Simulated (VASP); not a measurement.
# Ca (R-3m) in VASP: single point with PBE

Aim: the single point of Ca with PBE.

All numbers are computed with VASP 6.6.1; they aren't measurements. Logs are shortened: lines on timing, memory, paths and dates and some standing lists are left out, and cuts for length are marked.

## Step 1: The cell of the first run

The typed cell holds 1 atom: a = 3.908 Å, b = 3.908 Å, c = 3.908 Å, α = 59.98°, β = 59.98°, γ = 59.98°.

## Step 2: Single point, PBE

File INCAR:

```
PREC = Accurate
ENCUT = 520
EDIFF = 1E-7
ISMEAR = 0
SIGMA = 0.1
LREAL = False
LASPH = True
NELM = 100
ALGO = Fast
ISIF = 2
LWAVE = False
LCHARG = False
GGA = PE
NBANDS = 11
```

File KPOINTS:

```
regular mesh
0
Gamma
  18 18 18
```

File POSCAR:

```
Ca
1.0
    1.9535166540      1.1278633660      3.1917187546
   -1.9535166540      1.1278633660      3.1917187546
    0.0000000000     -2.2557267321      3.1917187546
Ca
1
Direct
    0.5000000000      0.5000000000      0.5000000000
```

Potentials or basis: VASP PAW PBE potentials, release 64 (Ca_sv).

On the command line:

```bash
$ cat potpaw_PBE.64/Ca_sv/POTCAR > POTCAR
$ mpirun -np 1 vasp_std > vasp.out
```

OUTCAR:

```text
PREC = Accurate
   ENCUT = 520
   EDIFF = 1E-7
   ISMEAR = 0
   LREAL = False
   LASPH = True
   NELM = 100
   ISIF = 2
   GGA = PE

 ion  position               nearest neighbor table
   1  0.500  0.500  0.500-

  LATTYP: Found a trigonal (rhomboedric) cell.
 ALAT       =     3.9083720010
 COS(alpha) =     0.5003424607

  Lattice vectors:

 A1 = (   1.9535166540,   1.1278633660,   3.1917187546)
 A2 = (  -1.9535166540,   1.1278633660,   3.1917187546)
 A3 = (   0.0000000000,  -2.2557267321,   3.1917187546)

Analysis of symmetry for initial positions (statically):
=====================================================================
 Subroutine PRICEL returns:
 Original cell was already a primitive cell.

 Routine SETGRP: Setting up the symmetry group for a
 trigonal (rhombohedral) supercell.

 Subroutine GETGRP returns: Found 12 space group operations
 (whereof 12 operations were pure point group operations)
 out of a pool of 12 trial point group operations.

The static configuration has the point symmetry D_3d.

Analysis of symmetry for dynamics (positions and initial velocities):
=====================================================================
 Subroutine PRICEL returns:
 Original cell was already a primitive cell.

 Routine SETGRP: Setting up the symmetry group for a
 trigonal (rhombohedral) supercell.

 Subroutine GETGRP returns: Found 12 space group operations
 (whereof 12 operations were pure point group operations)
 out of a pool of 12 trial point group operations.

The dynamic configuration has the point symmetry D_3d.

 Subroutine INISYM returns: Found 12 space group operations
 (whereof 12 operations are pure point group operations),
 and found     1 'primitive' translations

----------------------------------------------------------------------------------------

                                     Primitive cell

  volume of cell :      42.1939

  direct lattice vectors                    reciprocal lattice vectors
     1.953516654  1.127863366  3.191718755     0.255948675  0.147772037  0.104436938
    -1.953516654  1.127863366  3.191718755    -0.255948675  0.147772037  0.104436938
     0.000000000 -2.255726732  3.191718755     0.000000000 -0.295544073  0.104436938

  length of vectors
     3.908372001  3.908372001  3.908372001     0.313453941  0.313453941  0.313453941

  position of ions in fractional coordinates (direct lattice)
     0.500000000  0.500000000  0.500000000

  ion indices of the primitive-cell ions
   primitive index   ion index
[... 76 lines left out ...]
   NSW    =      0    number of steps for IOM
   IBRION =     -1    ionic relax: 0-MD 1-quasi-New 2-CG
   NFREE  =      0    steps in history (QN), initial steepest desc. (CG)
   ISIF   =      2    stress and relaxation
   ISYM   =      2    0-nonsym 1-usesym 2-fastsym
   POTIM  = 0.5000    time-step for ionic-motion
   TEBEG  =    0.0;   TEEND  =   0.0 temperature during run
   PSTRESS=    0.0 pullay stress
   NELECT =      10.0000    total number of electrons
   NUPDOWN=      -1.0000    fix difference up-down
   EMIN   =  10.00;   EMAX   =-10.00  energy-range for DOS
   EFERMI =   0.00;   METHOD = LEGACY
   ISMEAR =     0;   SIGMA  =   0.10  broadening in eV -4-tet -1-fermi 0-gaus
   EFERMI_NEDOS =   21; number of points for ismear=-14 and -15
   IALGO  =     68    algorithm
   IMIX   =      4    mixing-type and parameters
     AMIX     =   0.40;   BMIX     =  1.00
     AMIX_MAG =   1.60;   BMIX_MAG =  1.00
  volume/ion in A,a.u.               =      42.19       284.74
  Fermi-wavevector in a.u.,A,eV,Ry     =   1.013114  1.914508 13.965021  1.026400
  Thomas-Fermi vector in A             =   2.146264
   LORBIT       =      0    0 simple, 1 ext, 2 COOP (PROOUT), +10 PAW based schemes
   GGA     = PE    functional components
   LHFCALC =     F    Hartree Fock is set to
   AEXX    =    0.0000 exact exchange contribution
   IVDW    =     0    specifies the selected vdW correction
   LEPSILON=     F    determine dielectric tensor
   LRPA    =     F    only Hartree local field effects (RPA)
 non-spin polarized calculation
 RMM-DIIS sequential band-by-band and
 Gauss-broadening in eV      SIGMA  =   0.10
  energy-cutoff  :      520.00
  volume of cell :       42.19
 maximum number of plane-waves:      1158
 NGX is ok and might be reduce to    30
   NGX = 15   NGY = 15   NGZ = 15

 number of electron      10.0000000 magnetization

 Free energy of the ion-electron system (eV)
  ---------------------------------------------------
  ext. energy  EPLUGINS =         0.00000000
  ---------------------------------------------------
  free energy    TOTEN  =        -1.93276090 eV

  energy without entropy =       -1.92536090  energy(sigma->0) =       -1.92906090

 E-fermi :   1.9569     XC(G=0):  -7.7363

 val. band max:        1.9545414147   @ k =   0.5000   0.1111  -0.0000
 cond. band min:       1.9663032989   @ k =  -0.3333   0.5000   0.3333
 fundamental gap:      0.0117618842
 Fermi energy:         1.9569205263

 k-point     1 :       0.0000    0.0000    0.0000
  band No.  band energies     occupation
      1     -40.0579      2.00000
      2     -20.9748      2.00000
      3     -20.9748      2.00000
      4     -20.9748      2.00000
      5      -2.0656      2.00000
      6       4.2950      0.00000
      7       4.2983      0.00000
      8       4.2983      0.00000
      9       5.3671      0.00000
     10       5.3671      0.00000
     11      11.0791      0.00000
[... 309 lines left out ...]
 k-point    24 :      -0.2222    0.0556   -0.0000
  band No.  band energies     occupation
      1     -40.0512      2.00000
      2     -21.0410      2.00000
      3     -20.9884      2.00000
      4     -20.9824      2.00000
      5      -1.0719      2.00000
      6       3.4229      0.00000
      7       4.3805      0.00000
      8       4.4904      0.00000
      9       5.1968      0.00000
     10       5.5066      0.00000
     11       9.5162      0.00000

 [... further k-points ...]
[... 5 lines left out ...]
  --------------------------------------------------------------------------------------
  -------------------------------------------------------------------------------------
  Total        0.0041614      0.0041614      0.0003610      0.0000000     -0.0000000      0.0000000
  in kB        0.1580174      0.1580174      0.0137085      0.0000000     -0.0000000      0.0000000
  external PRESSURE =       0.1099144 kB  Pullay stress =       0.0000000 kB

 VOLUME and BASIS-vectors are now :
 -----------------------------------------------------------------------------
  energy-cutoff  :      520.00
  volume of cell :       42.19
      direct lattice vectors                 reciprocal lattice vectors
     1.953516654  1.127863366  3.191718755     0.255948675  0.147772037  0.104436938
    -1.953516654  1.127863366  3.191718755    -0.255948675  0.147772037  0.104436938
     0.000000000 -2.255726732  3.191718755     0.000000000 -0.295544073  0.104436938

 POSITION                                       TOTAL-FORCE (eV/Angst)
 -----------------------------------------------------------------------------------
      0.00000     -0.00000      4.78758         0.000000      0.000000      0.000000
 -----------------------------------------------------------------------------------
    total drift:                               -0.000000      0.000000      0.000000

  FREE ENERGIE OF THE ION-ELECTRON SYSTEM (eV)
  ---------------------------------------------------
  free  energy   TOTEN  =        -1.9327608994 eV

  energy  without entropy=       -1.9253608971  energy(sigma->0) =       -1.92906090
```

It took 9.7 min on 1 thread of Intel Xeon 8259CL, shared host; peak memory 0.38 GiB.

What came out:

```
Free energy            : -1.9328 eV
Pressure               : 0.0 GPa
Band gap on the k mesh : zero (bands 5 and 6 overlap by 0.33 eV)
```
